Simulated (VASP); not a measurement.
A run of VASP 6.6.1 is set up as follows.

The input INCAR:

```
PREC = Accurate
ENCUT = 600
EDIFF = 1E-6
ISMEAR = 0
SIGMA = 0.1
LREAL = False
LASPH = True
NELM = 100
ALGO = Normal
ISIF = 3
LWAVE = False
LCHARG = False
GGA = PE
IBRION = 2
NSW = 90
EDIFFG = -0.04
```

Contents of KPOINTS:

```
regular mesh
0
Gamma
  6 6 4
```

POSCAR

```
Nb2Si2O
1.0
    3.8481668500      0.0000000000      0.0000000000
   -1.9240834200      3.3326102500      0.0000000000
    0.0000000000      0.0000000000      6.0482866800
Nb Si O
2 2 1
Direct
    0.3333333300      0.6666666700      0.2585000100
    0.6666666700      0.3333333300      0.7414999900
    0.3333333300      0.6666666700      0.6438000200
    0.6666666700      0.3333333300      0.3561999800
    0.0000000000      0.0000000000      0.0000000000
```

Potentials or basis: VASP PAW PBE potentials, release 64 (Nb_sv, Si, O).

Command:

```console
$ cat potpaw_PBE.64/Nb_sv/POTCAR potpaw_PBE.64/Si/POTCAR potpaw_PBE.64/O/POTCAR > POTCAR
$ mpirun -np 1 vasp_std > vasp.out
```

Question: Predict the space group after relaxing (to 0.1 Å).

Answer: P-3m1 (No. 164).

Question: What does it give for the relaxed cell?

Answer: a = 3.512 Å, b = 3.512 Å, c = 6.707 Å, α = 90.00°, β = 90.00°, γ = 120.00°.

Question: Predict the relaxed volume.

Answer: 14.33 Å³/atom.

Question: What does it give for the band gap on the k mesh?

Answer: Zero (bands 20 and 21 overlap by 0.86 eV).

Step by step:
| step | energy change (eV) | largest force (eV/Å) | pressure (GPa) | volume (Å³) |
| --- | --- | --- | --- | --- |
| 1 | 0.0000 | 4.2261 | 25.23 | 77.57 |
| 2 | -0.6198 | 0.3640 | -16.71 | 108.26 |
| 3 | -1.5489 | 1.6845 | -4.47 | 93.16 |
| 4 | -1.5508 | 1.7603 | -3.70 | 92.54 |
| 5 | -2.0049 | 2.3358 | -4.10 | 89.71 |
| 6 | -3.6495 | 2.6930 | -4.69 | 81.58 |
| 7 | -3.0565 | 5.7568 | 38.34 | 66.79 |
| 8 | -4.4510 | 2.4666 | -0.81 | 77.00 |
| 9 | -4.8971 | 2.0340 | 10.92 | 71.78 |
| 10 | -4.9354 | 2.0385 | 6.31 | 73.19 |
| 11 | -5.1094 | 1.4418 | 5.16 | 73.99 |
| 12 | -5.1100 | 1.4730 | 5.16 | 73.94 |
| 13 | -5.2560 | 1.1431 | -0.50 | 76.12 |
| 14 | -5.3037 | 0.9275 | -5.20 | 78.34 |
| 15 | -5.4526 | 0.6926 | -4.33 | 77.26 |
| 16 | -5.6989 | 0.7817 | 0.77 | 74.07 |
| 17 | -5.7905 | 1.0426 | 1.30 | 73.55 |
| 18 | -5.9175 | 2.2430 | 4.59 | 71.88 |
| 19 | -6.1041 | 2.1596 | 2.27 | 72.42 |
| 20 | -6.2408 | 2.2023 | -0.67 | 73.25 |
| 21 | -6.3761 | 1.7528 | -1.16 | 73.06 |
| 22 | -6.5855 | 0.2339 | -1.60 | 72.52 |
| 23 | -6.5897 | 0.0750 | -1.48 | 72.43 |
| 24 | -6.6024 | 0.1046 | 0.22 | 71.66 |
| 25 | -6.6042 | 0.1252 | 1.18 | 71.23 |
| 26 | -6.6100 | 0.0688 | 0.26 | 71.55 |
| 27 | -6.6105 | 0.0494 | -0.07 | 71.68 |
| 28 | -6.6105 | 0.0486 | -0.13 | 71.69 |
| 29 | -6.6107 | 0.0398 | -0.04 | 71.63 |
